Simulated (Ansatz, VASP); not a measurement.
One calculation of Sc, two programs

POSCAR

```
Sc
1.0
    3.3715484507      0.0000000000      0.0000000000
   -1.6857742253      2.9198466084      0.0000000000
    0.0000000000      0.0000000000     10.8739092058
Sc
4
Direct
    0.0000000000      0.0000000000      0.0000000000
    0.0000000000      0.0000000000      0.5000000000
    0.3333333333      0.6666666667      0.7500000000
    0.6666666667      0.3333333333      0.2500000000
```

The input INCAR.step1:

```
PREC     = Accurate       # precision mode
ENCUT    = 520            # plane-wave cutoff, eV
ISMEAR   = 0              # smearing method
SIGMA    = 0.1            # smearing width, eV
LREAL    = F              # projectors in reciprocal space
LASPH    = T              # aspherical terms in the spheres
NELM     = 80             # most SCF steps
NBANDS   = 30             # bands
GGA      = PE             # functional
ALGO     = Normal         # electronic algorithm
EDIFF    = 1E-4           # SCF threshold, eV
LWAVE    = T              # write WAVECAR
LCHARG   = F              # write CHGCAR
```

The input INCAR.step2:

```
PREC     = Accurate       # precision mode
ENCUT    = 520            # plane-wave cutoff, eV
EDIFF    = 1E-6           # SCF threshold, eV
ISMEAR   = 0              # smearing method
SIGMA    = 0.1            # smearing width, eV
LREAL    = F              # projectors in reciprocal space
LASPH    = T              # aspherical terms in the spheres
NELM     = 80             # most SCF steps
ALGO     = Normal         # electronic algorithm
ISIF     = 2              # what is computed and relaxed
LWAVE    = F              # write WAVECAR
LCHARG   = F              # write CHGCAR
METAGGA  = R2SCAN         # meta-GGA
LMIXTAU  = T            
NBANDS   = 30             # bands
ISTART   = 1
```

Contents of KPOINTS:

```
regular mesh
0
Gamma
  6 6 2
```

Input for Ansatz:

```yaml
crystal:
  lattice:
    - [3.3715484507, 0.0, 0.0]
    - [-1.6857742253, 2.9198466084, 0.0]
    - [0.0, 0.0, 10.8739092058]
  atoms:
    - { symbol: Sc, position: [0.0, 0.0, 0.0] }
    - { symbol: Sc, position: [0.0, 0.0, 0.5] }
    - { symbol: Sc, position: [0.3333333333, 0.6666666667, 0.75] }
    - { symbol: Sc, position: [0.6666666667, 0.3333333333, 0.25] }
basis:
  ecutwfc: 500
kpoints:
  mp_grid: { grid: [6, 6, 2] }
hamiltonian:
  xc: r2scan
scf:
  occupations: { method: gaussian, width: 0.1 }
  lower_state_search: "off"
output:
  forces: true
  stress: true
  eigenvalues: true
```

Alike in both runs: task single point; functional r2SCAN; k mesh 6 × 6 × 2; occupations gaussian, width 0.1 eV; no spin polarisation.

```csv
,VASP,Ansatz
version,VASP 6.6.1,Ansatz 0.2.0
potentials or method,"VASP PAW PBE potentials, release 64 (Sc_sv), cutoff 520 eV","scalar-relativistic, plane waves, PAW"
valence electrons in the cell,44,44
```

```csv
,VASP,Ansatz,Ansatz less VASP
gap on the k mesh at the Fermi level (eV),none,none,-
pressure (GPa),-3.2,-3.3,-0.15
"traceless stress, the component that is largest in VASP (GPa)",-0.77,-0.76,+0.003
```

VASP's potentials were made for PBE, not for r2SCAN. A gap of «none» marks a metal or a gap that the smearing closes.
